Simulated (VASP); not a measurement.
# MnS (Fm-3m) in VASP: single point with LDA

Aim: the single point of MnS with LDA.

Everything below comes from runs of VASP 6.6.1. Logs are shortened: lines on timing, memory, paths and dates and some standing lists are left out, and cuts for length are marked.

### 1 The cell of the first run

The structure is cubic, space group Fm-3m (No. 225). The conventional cell has a = 5.209 Å, b = 5.209 Å, c = 5.209 Å, α = 90.00°, β = 90.00°, γ = 90.00°. Within 3.4 Å of Mn (site symmetry m-3m) lie 6 S at 2.60 Å. S (site symmetry m-3m) has 6 Mn at 2.60 Å within 3.4 Å.

### 2 Single point, LDA, collinear spin, ferromagnetic start

File INCAR:

```
PREC     = Accurate       # precision mode
ENCUT    = 500            # plane-wave cutoff, eV
EDIFF    = 1E-6           # SCF threshold, eV
ISMEAR   = -1             # smearing method
SIGMA    = 0.2            # smearing width, eV
LREAL    = False          # projectors in reciprocal space
LASPH    = True           # aspherical terms in the spheres
NELM     = 200            # most SCF steps
ALGO     = Normal         # electronic algorithm
ISIF     = 2              # what is computed and relaxed
LWAVE    = False          # write WAVECAR
LCHARG   = False          # write CHGCAR
ISPIN    = 2              # spin polarisation
MAGMOM   = 4 0            # initial moments
LORBIT   = 11             # projections on sites
LMAXMIX  = 4              # l up to which the mixer works
GGA      = CA             # functional
NBANDS   = 20             # bands
ISYM     = 0            
GGA_COMPAT= False
```

File KPOINTS:

```
Automatic mesh
0
Gamma
  6 6 6
  0.5 0.5 0.5
```

File POSCAR:

```
MnS
1.0
    0.0000000000      2.6045000000      2.6045000000
    2.6045000000      0.0000000000      2.6045000000
    2.6045000000      2.6045000000      0.0000000000
Mn S
1 1
Direct
    0.0000000000      0.0000000000      0.0000000000
    0.5000000000      0.5000000000      0.5000000000
```

Potentials or basis: VASP PAW LDA potentials, release 64 (Mn_pv, S).

On the command line:

```bash
> cat potpaw_LDA.64/Mn_pv/POTCAR potpaw_LDA.64/S/POTCAR > POTCAR
> mpirun -np 1 vasp_std > vasp.out
```

OUTCAR:

```text
PREC = Accurate
   ENCUT = 500
   EDIFF = 1E-6
   ISMEAR = -1
   LREAL = False
   LASPH = True
   NELM = 200
   ISIF = 2
   ISPIN = 2
   LORBIT = 11
   GGA = CA
   ISYM = 0

 ion  position               nearest neighbor table
   1  0.000  0.000  0.000-   2 2.60   2 2.60   2 2.60   2 2.60   2 2.60   2 2.60
   2  0.500  0.500  0.500-   1 2.60   1 2.60   1 2.60   1 2.60   1 2.60   1 2.60

IMPORTANT INFORMATION: All symmetrisations will be switched off!
NOSYMM: (Re-)initialisation of all symmetry stuff for point group C_1.

----------------------------------------------------------------------------------------

                                     Primitive cell

  volume of cell :      35.3348

  direct lattice vectors                    reciprocal lattice vectors
     0.000000000  2.604500000  2.604500000    -0.191975427  0.191975427  0.191975427
     2.604500000  0.000000000  2.604500000     0.191975427 -0.191975427  0.191975427
     2.604500000  2.604500000  0.000000000     0.191975427  0.191975427 -0.191975427

  length of vectors
     3.683319223  3.683319223  3.683319223     0.332511194  0.332511194  0.332511194

  position of ions in fractional coordinates (direct lattice)
     0.000000000  0.000000000  0.000000000
     0.500000000  0.500000000  0.500000000

  ion indices of the primitive-cell ions
   primitive index   ion index
                 1           1
                 2           2

----------------------------------------------------------------------------------------

 KPOINTS: Automatic mesh

Automatic generation of k-mesh.
 Grid dimensions read from file:
 generate k-points for:    6    6    6

 Generating k-lattice:

  Cartesian coordinates                     Fractional coordinates (reciprocal lattice)
    -0.031995905  0.031995905  0.031995905     0.166666667  0.000000000  0.000000000
     0.031995905 -0.031995905  0.031995905     0.000000000  0.166666667  0.000000000
     0.031995905  0.031995905 -0.031995905     0.000000000  0.000000000  0.166666667

  Length of vectors
     0.055418532  0.055418532  0.055418532

  Shift w.r.t. Gamma in fractional coordinates (k-lattice)
     0.500000000  0.500000000  0.500000000

 Subroutine IBZKPT returns following result:
 ===========================================

 Found    432 irreducible k-points:

 Following reciprocal coordinates:
            Coordinates               Weight
  0.083333  0.083333  0.083333      2.000000
  0.083333  0.000000  0.000000      2.000000
  0.000000  0.000000 -0.083333      2.000000
  0.000000  0.083333  0.000000      2.000000
  0.250000  0.083333  0.083333      2.000000
  0.083333  0.250000  0.083333      2.000000
[... 16 lines left out ...]
  0.000000  0.333333 -0.083333      2.000000
  0.333333  0.000000 -0.083333      2.000000
 [... further k-points ...]
   k-points           NKPTS =    432   k-points in BZ     NKDIM =    432   number of bands    NBANDS=     20
   number of dos      NEDOS =    301   number of ions     NIONS =      2
   total plane-waves  NPLWV =  21952
   dimension x,y,z NGX =    28 NGY =   28 NGZ =   28
   dimension x,y,z NGXF=    56 NGYF=   56 NGZF=   56
   ions per type =               1   1
   NGX,Y,Z   is equivalent  to a cutoff of  12.64, 12.64, 12.64 a.u.
   NGXF,Y,Z  is equivalent  to a cutoff of  25.28, 25.28, 25.28 a.u.
 SYSTEM =  unknown system
   PREC   = accura    normal or accurate (medium, high low for compatibility)
   ISTART =      0    job   : 0-new  1-cont  2-samecut
   ICHARG =      2    charge: 1-file 2-atom 10-const
   ISPIN  =      2    spin polarized calculation?
   LNONCOLLINEAR =      F non collinear calculations
   LSORBIT =      F    spin-orbit coupling
   LASPH  =      T    aspherical Exc in radial PAW
   ENCUT  =  500.0 eV  36.75 Ry    6.06 a.u.   6.72  6.72  6.72*2*pi/ulx,y,z
   NELM   =    200;   NELMIN=  2; NELMDL= -5     # of ELM steps
   EDIFF  = 0.1E-05   stopping-criterion for ELM
   LREAL  =      F    real-space projection
   EDIFFG = 0.1E-04   stopping-criterion for IOM
   NSW    =      0    number of steps for IOM
   IBRION =     -1    ionic relax: 0-MD 1-quasi-New 2-CG
   NFREE  =      0    steps in history (QN), initial steepest desc. (CG)
   ISIF   =      2    stress and relaxation
   ISYM   =      0    0-nonsym 1-usesym 2-fastsym
   POTIM  = 0.5000    time-step for ionic-motion
   TEBEG  =    0.0;   TEEND  =   0.0 temperature during run
   PSTRESS=    0.0 pullay stress
   NELECT =      19.0000    total number of electrons
   NUPDOWN=      -1.0000    fix difference up-down
   EMIN   =  10.00;   EMAX   =-10.00  energy-range for DOS
   EFERMI =   0.00;   METHOD = LEGACY
   ISMEAR =    -1;   SIGMA  =   0.20  broadening in eV -4-tet -1-fermi 0-gaus
   EFERMI_NEDOS =   21; number of points for ismear=-14 and -15
   IALGO  =     38    algorithm
   IMIX   =      4    mixing-type and parameters
     AMIX     =   0.40;   BMIX     =  1.00
     AMIX_MAG =   1.60;   BMIX_MAG =  1.00
  volume/ion in A,a.u.               =      17.67       119.23
  Fermi-wavevector in a.u.,A,eV,Ry     =   1.331246  2.515690 24.112464  1.772216
  Thomas-Fermi vector in A             =   2.460272
   LORBIT       =     11    0 simple, 1 ext, 2 COOP (PROOUT), +10 PAW based schemes
   GGA     = CA    functional components
   LHFCALC =     F    Hartree Fock is set to
   AEXX    =    0.0000 exact exchange contribution
   IVDW    =     0    specifies the selected vdW correction
   LEPSILON=     F    determine dielectric tensor
   LRPA    =     F    only Hartree local field effects (RPA)
 spin polarized calculation
  energy-cutoff  :      500.00
  volume of cell :       35.33
 maximum number of plane-waves:       914
   NGX = 13   NGY = 13   NGZ = 13

 number of electron      18.9999988 magnetization       4.3509483

 Free energy of the ion-electron system (eV)
  ---------------------------------------------------
  ext. energy  EPLUGINS =         0.00000000
  ---------------------------------------------------
  free energy    TOTEN  =       -15.06190947 eV

  energy without entropy =      -14.88777487  energy(sigma->0) =      -14.97484217

 E-fermi :   6.3026     XC(G=0): -10.9807

 val. band max:        6.2642753848   @ k =   0.0833   0.1667  -0.1667
 cond. band min:       6.3350238235   @ k =  -0.1667  -0.0833  -0.1667
 fundamental gap:      0.0707484387
 Fermi energy:         6.3026322549

 spin component 1

 k-point     1 :       0.0833    0.0833    0.0833
  band No.  band energies     occupation
      1     -43.4867      1.00000
      2     -43.4862      1.00000
      3     -43.4862      1.00000
      4      -8.0761      1.00000
      5       3.1442      1.00000
      6       3.1492      1.00000
[... 12 lines left out ...]
     19      17.5507      0.00000
     20      18.7947      0.00000

 k-point     2 :       0.0833    0.0000    0.0000
  band No.  band energies     occupation
      1     -43.4867      1.00000
      2     -43.4862      1.00000
      3     -43.4862      1.00000
      4      -8.0761      1.00000
      5       3.1442      1.00000
      6       3.1492      1.00000
[... 12 lines left out ...]
     19      17.5507      0.00000
     20      18.7947      0.00000

 k-point     3 :       0.0000    0.0000   -0.0833
  band No.  band energies     occupation
      1     -43.4867      1.00000
      2     -43.4862      1.00000
      3     -43.4862      1.00000
      4      -8.0761      1.00000
      5       3.1442      1.00000
      6       3.1492      1.00000
[... 12 lines left out ...]
     19      17.5507      0.00000
     20      18.7947      0.00000

 k-point     4 :       0.0000    0.0833    0.0000
  band No.  band energies     occupation
      1     -43.4867      1.00000
      2     -43.4862      1.00000
      3     -43.4862      1.00000
      4      -8.0761      1.00000
      5       3.1442      1.00000
      6       3.1492      1.00000
[... 429 lines left out ...]
 k-point    23 :       0.0000    0.3333   -0.0833
  band No.  band energies     occupation
      1     -43.4931      1.00000
      2     -43.4877      1.00000
      3     -43.4871      1.00000
      4      -7.0698      1.00000
      5       0.0881      1.00000
      6       1.8250      1.00000
[... 12 lines left out ...]
     19      19.0260      0.00000
     20      23.0566      0.00000

 k-point    24 :       0.3333    0.0000   -0.0833
  band No.  band energies     occupation
      1     -43.4931      1.00000
      2     -43.4877      1.00000
      3     -43.4871      1.00000
      4      -7.0698      1.00000
      5       0.0881      1.00000
      6       1.8250      1.00000
[... 12 lines left out ...]
     19      19.0260      0.00000
     20      23.0566      0.00000

 [... further k-points ...]

 spin component 2

 k-point     1 :       0.0833    0.0833    0.0833
  band No.  band energies     occupation
      1     -39.6160      1.00000
      2     -39.6153      1.00000
      3     -39.6153      1.00000
      4      -7.8053      1.00000
      5       4.1625      0.99998
      6       4.4882      0.99989
[... 12 lines left out ...]
     19      18.0912      0.00000
     20      19.9258      0.00000

 k-point     2 :       0.0833    0.0000    0.0000
  band No.  band energies     occupation
      1     -39.6160      1.00000
      2     -39.6153      1.00000
      3     -39.6153      1.00000
      4      -7.8053      1.00000
      5       4.1625      0.99998
      6       4.4882      0.99989
[... 12 lines left out ...]
     19      18.0912      0.00000
     20      19.9258      0.00000

 k-point     3 :       0.0000    0.0000   -0.0833
  band No.  band energies     occupation
      1     -39.6160      1.00000
      2     -39.6153      1.00000
      3     -39.6153      1.00000
      4      -7.8053      1.00000
      5       4.1625      0.99998
      6       4.4882      0.99989
[... 12 lines left out ...]
     19      18.0912      0.00000
     20      19.9258      0.00000

 k-point     4 :       0.0000    0.0833    0.0000
  band No.  band energies     occupation
      1     -39.6160      1.00000
      2     -39.6153      1.00000
      3     -39.6153      1.00000
      4      -7.8053      1.00000
      5       4.1625      0.99998
      6       4.4882      0.99989
[... 429 lines left out ...]
 k-point    23 :       0.0000    0.3333   -0.0833
  band No.  band energies     occupation
      1     -39.6245      1.00000
      2     -39.6172      1.00000
      3     -39.6164      1.00000
      4      -6.8429      1.00000
      5       0.6795      1.00000
      6       3.0473      1.00000
[... 12 lines left out ...]
     19      19.5611      0.00000
     20      23.7372      0.00000

 k-point    24 :       0.3333    0.0000   -0.0833
  band No.  band energies     occupation
      1     -39.6245      1.00000
      2     -39.6172      1.00000
      3     -39.6164      1.00000
      4      -6.8429      1.00000
      5       0.6795      1.00000
      6       3.0473      1.00000
[... 12 lines left out ...]
     19      19.5611      0.00000
     20      23.7372      0.00000

 [... further k-points ...]

------------------------ aborting loop because EDIFF is reached ----------------------------------------

  FORCE on cell =-STRESS in cart. coord.  units (eV):
  Direction    XX          YY          ZZ          XY          YZ          ZX
  --------------------------------------------------------------------------------------
  -------------------------------------------------------------------------------------
  Total       -2.9539906     -2.9539898     -2.9539903     -0.0000071     -0.0000065     -0.0000083
  in kB     -133.9419493   -133.9419104   -133.9419332     -0.0003203     -0.0002955     -0.0003772
  external PRESSURE =    -133.9419309 kB  Pullay stress =       0.0000000 kB

 VOLUME and BASIS-vectors are now :
 -----------------------------------------------------------------------------
  energy-cutoff  :      500.00
  volume of cell :       35.33
      direct lattice vectors                 reciprocal lattice vectors
     0.000000000  2.604500000  2.604500000    -0.191975427  0.191975427  0.191975427
     2.604500000  0.000000000  2.604500000     0.191975427 -0.191975427  0.191975427
     2.604500000  2.604500000  0.000000000     0.191975427  0.191975427 -0.191975427

 POSITION                                       TOTAL-FORCE (eV/Angst)
 -----------------------------------------------------------------------------------
      0.00000      0.00000      0.00000         0.000000      0.000000     -0.000000
      2.60450      2.60450      2.60450        -0.000000     -0.000000      0.000000
 -----------------------------------------------------------------------------------
    total drift:                                0.000000      0.000000      0.000000

  FREE ENERGIE OF THE ION-ELECTRON SYSTEM (eV)
  ---------------------------------------------------
  free  energy   TOTEN  =       -15.0619094671 eV

  energy  without entropy=      -14.8877748701  energy(sigma->0) =      -14.97484217

 total charge

# of ion       s       p       d       tot
------------------------------------------
    1        0.221   6.159   4.977  11.358
    2        1.329   2.350   0.000   3.679
--------------------------------------------------
tot          1.550   8.509   4.977  15.037

 magnetization (x)

# of ion       s       p       d       tot
------------------------------------------
    1        0.045   0.030   3.883   3.958
    2        0.023   0.050   0.000   0.073
--------------------------------------------------
tot          0.067   0.080   3.883   4.031
```

It took 18 min on 1 thread of AMD EPYC 7R43 (Zen 3), shared host; peak memory 0.43 GiB.

Results:

```yaml
Free_energy: -15.0619 eV
Pressure: -13.4 GPa
Net_moment: 4.35 μB per cell
Site_moments: Mn +3.96; S +0.07 μB
Valence_electrons_inside_the_program's_atomic_spheres: Mn 11.36; S 3.68
```

Caveat: the cell stands under tension; a cell with one magnetic atom can't hold antiferromagnetic order, which such compounds often take; semilocal functionals often make such compounds metallic where correlation or magnetic order opens a gap, which also shifts bond lengths. With open d or f shells a metallic result of LDA can be an artefact of self-interaction; +U or a hybrid may open a gap.
